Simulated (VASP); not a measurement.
Ca, 2 atoms in the cell. It takes space group P6_3/mmc (No. 194, hexagonal). The conventional cell has a = 3.980 Å, b = 3.980 Å, c = 6.324 Å, α = 90.00°, β = 90.00°, γ = 120.00°. Ca (site symmetry -6m2) has 12 Ca at 3.91 to 3.98 Å within 5.1 Å. This isn't the form of Ca at room conditions, which is fcc. This cell differs from its parent crystal: strain +0.000 along x and y, -0.030 along z.

| Property | Result |
| --- | --- |
| Program | VASP 6.6.1 |
| Task | single point |
| Functional | LDA |
| Potentials or basis | VASP PAW LDA potentials, release 64 (Ca_sv) |
| Cutoff | 520 eV |
| k mesh | 15 × 15 × 8 |
| Occupations | gaussian, width 0.15 eV |
| Spin | no spin polarisation |
| Dipole correction | no |
| Further INCAR settings | ALGO = Fast; EDIFF = 1e-07; NBANDS = 17 |

Potentials or basis: VASP PAW LDA potentials, release 64 (Ca_sv).

Command:

```console
$ cat potpaw_LDA.64/Ca_sv/POTCAR > POTCAR
$ mpirun -np 1 vasp_std > vasp.out
```

Hardware: 1 thread of Intel Xeon 8259CL, with other jobs on the host.

Task: Estimate the wall time of this run.

Result: Run time: 7.1 min on 1 thread of Intel Xeon 8259CL, with other jobs on the host, peak memory 0.29 GiB. Counts: scf iterations 17, k points 135.
